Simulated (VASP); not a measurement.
# TiB (I-4m2) in VASP: a series of runs

Runs on TiB. Level: r2SCAN. Tasks: single point.

Everything below comes from runs of VASP 6.6.1. Logs are shortened: lines on timing, memory, paths and dates and some standing lists are left out, and cuts for length are marked.

### Step 1. The cell of the first run

The structure is tetragonal, space group I-4m2 (No. 119). The conventional cell has a = 3.012 Å, b = 3.012 Å, c = 4.089 Å, α = 90.00°, β = 90.00°, γ = 90.00°. Within 2.4 Å of Ti (site symmetry -4m2) lie 4 B at 1.82 Å. B (site symmetry -4m2) has 4 Ti at 1.82 Å within 2.4 Å.

### Step 2. Single point, r2SCAN

Input file POSCAR:

```
TiB
1.0
    0.0000000000      2.1297843988      2.0445930228
    2.1297843988      0.0000000000      2.0445930228
    2.1297843988      2.1297843988      0.0000000000
Ti B
1 1
Direct
    0.7500000000      0.7500000000      0.7500000000
    0.0000000000      0.0000000000      0.0000000000
```

Input file INCAR.step1:

```
SYSTEM = TiB
ALGO = Normal
EDIFF = 1E-4
ENCUT = 520
GGA = PE
ISMEAR = 0
LASPH = .TRUE.
LCHARG = .FALSE.
LREAL = .FALSE.
LWAVE = .TRUE.
NBANDS = 14
NELM = 80
PREC = Accurate
SIGMA = 0.15
```

Input file INCAR.step2:

```
SYSTEM = TiB
ALGO = Normal
EDIFF = 1E-6
ENCUT = 520
ISIF = 2
ISMEAR = 0
ISTART = 1
LASPH = .TRUE.
LCHARG = .FALSE.
LMIXTAU = .TRUE.
LREAL = .FALSE.
LWAVE = .FALSE.
METAGGA = R2SCAN
NBANDS = 14
NELM = 80
PREC = Accurate
SIGMA = 0.15
```

Input file KPOINTS:

```
k-points
0
G
  22 22 22
  0 0 0
```

Potentials or basis: VASP PAW PBE potentials, release 64 (Ti_sv, B).

On the command line:

```bash
> cat potpaw_PBE.64/Ti_sv/POTCAR potpaw_PBE.64/B/POTCAR > POTCAR
> cp INCAR.step1 INCAR
> mpirun -np 1 vasp_std > vasp.out
> cp INCAR.step2 INCAR
> mpirun -np 1 vasp_std > vasp.out
```

OUTCAR:

```text
SYSTEM = TiB
   EDIFF = 1E-6
   ENCUT = 520
   ISIF = 2
   ISMEAR = 0
   ISTART = 1
   LASPH = .TRUE.
   LREAL = .FALSE.
   METAGGA = R2SCAN
   NELM = 80
   PREC = Accurate

 ion  position               nearest neighbor table
   1  0.750  0.750  0.750-   2 1.82   2 1.82   2 1.82   2 1.82
   2  0.000  0.000  0.000-   1 1.82   1 1.82   1 1.82   1 1.82

  LATTYP: Found a body centered tetragonal cell.
 ALAT       =     3.0119699817
 C/A-ratio  =     1.3576450198

  Lattice vectors:

 A1 = (   0.0000000000,  -2.1297843988,  -2.0445930228)
 A2 = (   0.0000000000,   2.1297843988,  -2.0445930228)
 A3 = (   2.1297843988,   0.0000000000,   2.0445930228)

Analysis of symmetry for initial positions (statically):
=====================================================================
 Subroutine PRICEL returns:
 Original cell was already a primitive cell.

 Routine SETGRP: Setting up the symmetry group for a
 body centered tetragonal supercell.

 Subroutine GETGRP returns: Found  8 space group operations
 (whereof  8 operations were pure point group operations)
 out of a pool of 16 trial point group operations.

The static configuration has the point symmetry D_2d.

Analysis of symmetry for dynamics (positions and initial velocities):
=====================================================================
 Subroutine PRICEL returns:
 Original cell was already a primitive cell.

 Routine SETGRP: Setting up the symmetry group for a
 body centered tetragonal supercell.

 Subroutine GETGRP returns: Found  8 space group operations
 (whereof  8 operations were pure point group operations)
 out of a pool of 16 trial point group operations.

The dynamic configuration has the point symmetry D_2d.

 Subroutine INISYM returns: Found  8 space group operations
 (whereof  8 operations are pure point group operations),
 and found     1 'primitive' translations

----------------------------------------------------------------------------------------

                                     Primitive cell

  volume of cell :      18.5485

  direct lattice vectors                    reciprocal lattice vectors
     0.000000000  2.129784399  2.044593023    -0.234765547  0.234765547  0.244547445
     2.129784399  0.000000000  2.044593023     0.234765547 -0.234765547  0.244547445
     2.129784399  2.129784399  0.000000000     0.234765547  0.234765547 -0.244547445

  length of vectors
     2.952345206  2.952345206  3.011969982     0.412350794  0.412350794  0.412350794

  position of ions in fractional coordinates (direct lattice)
     0.750000000  0.750000000  0.750000000
     0.000000000  0.000000000  0.000000000

  ion indices of the primitive-cell ions
   primitive index   ion index
                 1           1
                 2           2

----------------------------------------------------------------------------------------

 KPOINTS: k-points

Automatic generation of k-mesh.
 Grid dimensions read from file:
 generate k-points for:   22   22   22

 Generating k-lattice:

  Cartesian coordinates                     Fractional coordinates (reciprocal lattice)
    -0.010671161  0.010671161  0.011115793     0.045454545  0.000000000  0.000000000
     0.010671161 -0.010671161  0.011115793     0.000000000  0.045454545  0.000000000
     0.010671161  0.010671161 -0.011115793    -0.000000000 -0.000000000  0.045454545

  Length of vectors
     0.018743218  0.018743218  0.018743218

  Shift w.r.t. Gamma in fractional coordinates (k-lattice)
     0.000000000  0.000000000  0.000000000

 Subroutine IBZKPT returns following result:
 ===========================================

 Found    834 irreducible k-points:

 Following reciprocal coordinates:
            Coordinates               Weight
  0.000000  0.000000  0.000000      1.000000
  0.045455 -0.000000  0.000000      8.000000
  0.090909 -0.000000  0.000000      8.000000
  0.136364  0.000000  0.000000      8.000000
  0.181818  0.000000  0.000000      8.000000
  0.227273 -0.000000  0.000000      8.000000
[... 16 lines left out ...]
  0.500000  0.045455  0.000000      8.000000
 -0.454545  0.045455  0.000000      8.000000
 [... further k-points ...]
   k-points           NKPTS =    834   k-points in BZ     NKDIM =    834   number of bands    NBANDS=     14
   number of dos      NEDOS =    301   number of ions     NIONS =      2
   total plane-waves  NPLWV =  13824
   dimension x,y,z NGX =    24 NGY =   24 NGZ =   24
   dimension x,y,z NGXF=    48 NGYF=   48 NGZF=   48
   ions per type =               1   1
   NGX,Y,Z   is equivalent  to a cutoff of  13.51, 13.51, 13.25 a.u.
   NGXF,Y,Z  is equivalent  to a cutoff of  27.03, 27.03, 26.49 a.u.
 SYSTEM =  TiB
   PREC   = accura    normal or accurate (medium, high low for compatibility)
   ISTART =      1    job   : 0-new  1-cont  2-samecut
   ICHARG =      0    charge: 1-file 2-atom 10-const
   ISPIN  =      1    spin polarized calculation?
   LNONCOLLINEAR =      F non collinear calculations
   LSORBIT =      F    spin-orbit coupling
   LASPH  =      T    aspherical Exc in radial PAW
   ENCUT  =  520.0 eV  38.22 Ry    6.18 a.u.   5.49  5.49  5.60*2*pi/ulx,y,z
   NELM   =     80;   NELMIN=  2; NELMDL=  0     # of ELM steps
   EDIFF  = 0.1E-05   stopping-criterion for ELM
   LREAL  =      F    real-space projection
   EDIFFG = 0.1E-04   stopping-criterion for IOM
   NSW    =      0    number of steps for IOM
   IBRION =     -1    ionic relax: 0-MD 1-quasi-New 2-CG
   NFREE  =      0    steps in history (QN), initial steepest desc. (CG)
   ISIF   =      2    stress and relaxation
   ISYM   =      2    0-nonsym 1-usesym 2-fastsym
   POTIM  = 0.5000    time-step for ionic-motion
   TEBEG  =    0.0;   TEEND  =   0.0 temperature during run
   PSTRESS=    0.0 pullay stress
   NELECT =      15.0000    total number of electrons
   NUPDOWN=      -1.0000    fix difference up-down
   EMIN   =  10.00;   EMAX   =-10.00  energy-range for DOS
   EFERMI =   0.00;   METHOD = LEGACY
   ISMEAR =     0;   SIGMA  =   0.15  broadening in eV -4-tet -1-fermi 0-gaus
   EFERMI_NEDOS =   21; number of points for ismear=-14 and -15
   IALGO  =     38    algorithm
   IMIX   =      4    mixing-type and parameters
     AMIX     =   0.40;   BMIX     =  1.00
     AMIX_MAG =   1.60;   BMIX_MAG =  1.00
  volume/ion in A,a.u.               =       9.27        62.59
  Fermi-wavevector in a.u.,A,eV,Ry     =   1.525232  2.882270 31.651671  2.326332
  Thomas-Fermi vector in A             =   2.633430
   LORBIT       =      0    0 simple, 1 ext, 2 COOP (PROOUT), +10 PAW based schemes
   METAGGA = R2SCAN    functional components
   LHFCALC =     F    Hartree Fock is set to
   AEXX    =    0.0000 exact exchange contribution
   IVDW    =     0    specifies the selected vdW correction
   LEPSILON=     F    determine dielectric tensor
   LRPA    =     F    only Hartree local field effects (RPA)
 non-spin polarized calculation
 Gauss-broadening in eV      SIGMA  =   0.15
  energy-cutoff  :      520.00
  volume of cell :       18.55
 maximum number of plane-waves:       523
 NGX is ok and might be reduce to    24
   NGX = 11   NGY = 11   NGZ = 11

 number of electron      14.9999999 magnetization

 Free energy of the ion-electron system (eV)
  ---------------------------------------------------
  ext. energy  EPLUGINS =         0.00000000
  ---------------------------------------------------
  free energy    TOTEN  =       -15.78655881 eV

  energy without entropy =      -15.77569367  energy(sigma->0) =      -15.78112624

 E-fermi :   9.3571     XC(G=0): -13.6736

 val. band max:        9.3559839379   @ k =  -0.4091   0.0909   0.4091
 cond. band min:       9.3581323419   @ k =  -0.3182   0.1364   0.4545
 fundamental gap:      0.0021484040
 Fermi energy:         9.3571074247

 k-point     1 :       0.0000    0.0000    0.0000
  band No.  band energies     occupation
      1     -47.7389      2.00000
      2     -22.8188      2.00000
      3     -22.8188      2.00000
      4     -22.7817      2.00000
      5      -0.2188      2.00000
      6       7.2110      2.00000
      7       7.2110      2.00000
      8       7.3579      2.00000
      9      12.7067      0.00000
     10      13.1868      0.00000
     11      22.2702      0.00000
     12      22.5067      0.00000
     13      22.5067      0.00000
     14      23.1179      0.00000

 k-point     2 :       0.0455   -0.0000    0.0000
  band No.  band energies     occupation
      1     -47.7364      2.00000
      2     -22.8322      2.00000
      3     -22.8217      2.00000
      4     -22.7882      2.00000
      5      -0.1579      2.00000
      6       7.2000      2.00000
      7       7.2373      2.00000
      8       7.3713      2.00000
      9      12.6832      0.00000
     10      13.1560      0.00000
     11      22.2783      0.00000
     12      22.5095      0.00000
     13      22.5335      0.00000
     14      23.0711      0.00000

 k-point     3 :       0.0909   -0.0000    0.0000
  band No.  band energies     occupation
      1     -47.7291      2.00000
      2     -22.8789      2.00000
      3     -22.8304      2.00000
      4     -22.7993      2.00000
      5       0.0218      2.00000
      6       7.1419      2.00000
      7       7.3119      2.00000
      8       7.4376      2.00000
      9      12.6232      0.00000
     10      13.0738      0.00000
     11      22.0357      0.00000
     12      22.5941      0.00000
     13      22.7032      0.00000
     14      23.0048      0.00000
[... 324 lines left out ...]
 k-point    23 :       0.5000    0.0455    0.0000
  band No.  band energies     occupation
      1     -47.6128      2.00000
      2     -23.6336      2.00000
      3     -22.9672      2.00000
      4     -22.9087      2.00000
      5       3.2743      2.00000
      6       6.6596      2.00000
      7       7.8845      2.00000
      8       8.2285      2.00000
      9      13.6955      0.00000
     10      13.9504      0.00000
     11      15.5937      0.00000
     12      19.8360      0.00000
     13      19.9705      0.00000
     14      22.3551      0.00000

 k-point    24 :      -0.4545    0.0455    0.0000
  band No.  band energies     occupation
      1     -47.6139      2.00000
      2     -23.6270      2.00000
      3     -22.9629      2.00000
      4     -22.9112      2.00000
      5       3.2447      2.00000
      6       6.6591      2.00000
      7       7.8852      2.00000
      8       8.2328      2.00000
      9      13.7706      0.00000
     10      13.7923      0.00000
     11      15.6356      0.00000
     12      19.8915      0.00000
     13      20.0204      0.00000
     14      22.3925      0.00000

 [... further k-points ...]

------------------------ aborting loop because EDIFF is reached ----------------------------------------

  FORCE on cell =-STRESS in cart. coord.  units (eV):
  Direction    XX          YY          ZZ          XY          YZ          ZX
  --------------------------------------------------------------------------------------
  -------------------------------------------------------------------------------------
  Total       14.5382089     14.5382089     13.2524043      0.0000000      0.0000000      0.0000000
  in kB     1255.7793404   1255.7793404   1144.7142925      0.0000000      0.0000000      0.0000000
  external PRESSURE =    1218.7576578 kB  Pullay stress =       0.0000000 kB

 VOLUME and BASIS-vectors are now :
 -----------------------------------------------------------------------------
  energy-cutoff  :      520.00
  volume of cell :       18.55
      direct lattice vectors                 reciprocal lattice vectors
     0.000000000  2.129784399  2.044593023    -0.234765547  0.234765547  0.244547445
     2.129784399  0.000000000  2.044593023     0.234765547 -0.234765547  0.244547445
     2.129784399  2.129784399  0.000000000     0.234765547  0.234765547 -0.244547445

 POSITION                                       TOTAL-FORCE (eV/Angst)
 -----------------------------------------------------------------------------------
      3.19468      3.19468      3.06689         0.000000     -0.000000      0.000000
      0.00000      0.00000      0.00000        -0.000000      0.000000      0.000000
 -----------------------------------------------------------------------------------
    total drift:                                0.000002      0.000002     -0.000003

  FREE ENERGIE OF THE ION-ELECTRON SYSTEM (eV)
  ---------------------------------------------------
  free  energy   TOTEN  =       -15.7865588074 eV

  energy  without entropy=      -15.7756936738  energy(sigma->0) =      -15.78112624
```

It took 4.8 min on 1 thread of Intel Xeon 6975P-C (Granite Rapids), shared host; peak memory 0.34 GiB.

Results:

| Property | Result |
| --- | --- |
| Free energy | -15.7866 eV |
| Pressure | 121.9 GPa |
| Band gap on the k mesh | zero (an odd number of electrons rules out a gap without spin polarisation) |

Levels at points of the mesh, in eV from the Fermi level:
```
           k point  band 4  band 5  band 6  band 7  band 8  band 9  band 10  band 11  band 12  band 13
(0.00, 0.00, 0.00)  -32.14   -9.58   -2.15   -2.15   -2.00    3.35     3.83    12.91    13.15    13.15
(0.50, 0.00, 0.00)  -32.26   -6.12   -2.68   -1.52   -1.10    4.39     4.59     6.27    10.52    10.57
(0.50, 0.50, 0.00)  -32.53   -4.91   -4.86    1.58    1.75    1.75     5.15     6.37     6.37     8.35
(0.50, 0.00, 0.50)  -32.45   -4.91   -4.77    0.94    1.81    2.11     5.13     6.23     6.66     7.92
```

Caveat: the cell stands under pressure; the PAW data sets were made with another functional, which shifts forces and pressure a little.

### Step 3. Single point, r2SCAN

Input file POSCAR:

```
TiB
1.0
    0.0000000000      2.0671069764      2.1704623253
    2.0671069764      0.0000000000      2.1704623253
    2.0671069764      2.0671069764      0.0000000000
Ti B
1 1
Direct
    0.7500000000      0.7500000000      0.7500000000
    0.0000000000      0.0000000000      0.0000000000
```

Input file INCAR.step1:

```
SYSTEM = TiB
PREC = Accurate
ENCUT = 520
ISMEAR = 0
SIGMA = 0.15
LREAL = .FALSE.
LASPH = .TRUE.
NELM = 100
NBANDS = 14
GGA = PE
ALGO = Normal
EDIFF = 1E-4
LWAVE = .TRUE.
LCHARG = .FALSE.
```

Input file INCAR.step2:

```
SYSTEM = TiB
PREC = Accurate
ENCUT = 520
EDIFF = 1E-6
ISMEAR = 0
SIGMA = 0.15
LREAL = .FALSE.
LASPH = .TRUE.
NELM = 100
ALGO = Normal
ISIF = 2
LWAVE = .FALSE.
LCHARG = .FALSE.
METAGGA = R2SCAN
LMIXTAU = .TRUE.
NBANDS = 14
ISTART = 1
```

Input file KPOINTS:

```
Automatic mesh
0
G
  22 22 22
  0 0 0
```

Potentials or basis: VASP PAW PBE potentials, release 64 (Ti_sv, B).

On the command line:

```bash
> cat potpaw_PBE.64/Ti_sv/POTCAR potpaw_PBE.64/B/POTCAR > POTCAR
> cp INCAR.step1 INCAR
> mpirun -np 1 vasp_std > vasp.out
> cp INCAR.step2 INCAR
> mpirun -np 1 vasp_std > vasp.out
```

Wall time 4.4 min (1 thread of Intel Xeon 6975P-C (Granite Rapids), shared host); peak memory 0.34 GiB.

Results (log left out):

* Free energy: -15.7904 eV
* Pressure: 121.8 GPa
* Band gap on the k mesh: zero (an odd number of electrons rules out a gap without spin polarisation)

Stress tensor (GPa, compression positive):
```
118.23   0.00   0.00
  0.00 118.23   0.00
  0.00   0.00 128.84
```

Levels at points of the mesh, in eV from the Fermi level:
```csv
k point,band 5,band 6,band 7,band 8,band 9,band 10,band 11,band 12
"(0.00, 0.00, 0.00)",-9.58,-2.23,-2.03,-2.03,3.27,3.89,12.79,12.92
"(0.50, 0.00, 0.00)",-6.13,-2.69,-1.55,-1.06,4.40,4.55,6.28,10.43
"(0.50, 0.50, 0.00)",-4.89,-4.77,0.68,2.08,2.08,5.21,6.43,6.43
"(0.50, 0.00, 0.50)",-4.92,-4.82,1.39,1.61,1.95,5.08,6.19,6.64
```

Caveat: the cell stands under pressure; the PAW data sets were made with another functional, which shifts forces and pressure a little.
